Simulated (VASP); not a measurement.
Write the native input for VASP 6.6.1 that does the following.

```yaml
Task: single point
Functional: PBEsol
Potentials_or_basis: VASP PAW PBE potentials, release 64 (Cd, O)
Cutoff: 520 eV
k_mesh: 16 × 16 × 16
Occupations: gaussian, width 0.1 eV
Spin: no spin polarisation
Dipole_correction: no
k_mesh_for_the_DOS: 24 × 24 × 24
Occupations_for_the_DOS: tetrahedron
Further_INCAR_settings: ALGO = Normal; EDIFF = 1e-06
```

The system is CdO.

```
Cd O
1.0
     0.00000    2.34557    2.34557
     2.34557    0.00000    2.34557
     2.34557    2.34557    0.00000
Cd O
1 1
Direct
  0.00000 0.00000 0.00000
  0.50000 0.50000 0.50000
```

One way to write it, as run:

POSCAR

```
CdO
1.0
    0.0000000000      2.3455731564      2.3455731564
    2.3455731564      0.0000000000      2.3455731564
    2.3455731564      2.3455731564      0.0000000000
Cd O
1 1
Direct
    0.0000000000      0.0000000000      0.0000000000
    0.5000000000      0.5000000000      0.5000000000
```

INCAR.step1

```
SYSTEM = CdO
PREC = Accurate
ENCUT = 520
EDIFF = 1E-6
ISMEAR = 0
SIGMA = 0.1
LREAL = .False.
LASPH = .True.
NELM = 120
ALGO = Normal
ISIF = 2
LWAVE = .False.
LCHARG = .True.
GGA = PS
NBANDS = 16
GGA_COMPAT = .False.
NEDOS = 2001
LORBIT = 11
```

KPOINTS.step1

```
Automatic mesh
0
Gamma
  16 16 16
  0 0 0
```

INCAR.step2

```
SYSTEM = CdO
PREC = Accurate
ENCUT = 520
EDIFF = 1E-6
ISMEAR = -5
SIGMA = 0.1
LREAL = .False.
LASPH = .True.
NELM = 120
ALGO = Normal
ISIF = 2
LWAVE = .False.
LCHARG = .False.
GGA = PS
LORBIT = 11
NEDOS = 1001
ICHARG = 11
GGA_COMPAT = .False.
```

KPOINTS.step2

```
Automatic mesh
0
Gamma
  24 24 24
  0 0 0
```

Potentials or basis: VASP PAW PBE potentials, release 64 (Cd, O).

Run with:

```console
$ cat potpaw_PBE.64/Cd/POTCAR potpaw_PBE.64/O/POTCAR > POTCAR
$ cp INCAR.step1 INCAR
$ cp KPOINTS.step1 KPOINTS
$ mpirun -np 1 vasp_std > vasp.out
$ cp INCAR.step2 INCAR
$ cp KPOINTS.step2 KPOINTS
$ mpirun -np 1 vasp_std > vasp.out
```

Results of the run:

The valence electrons inside the program's atomic spheres are Cd 10.25; O 4.91.

Run time: 110 s on 1 thread of Intel(R) Xeon(R) Platinum 8375C CPU @ 2.90GHz (Ice Lake), with other jobs on the host, peak memory 0.27 GiB.
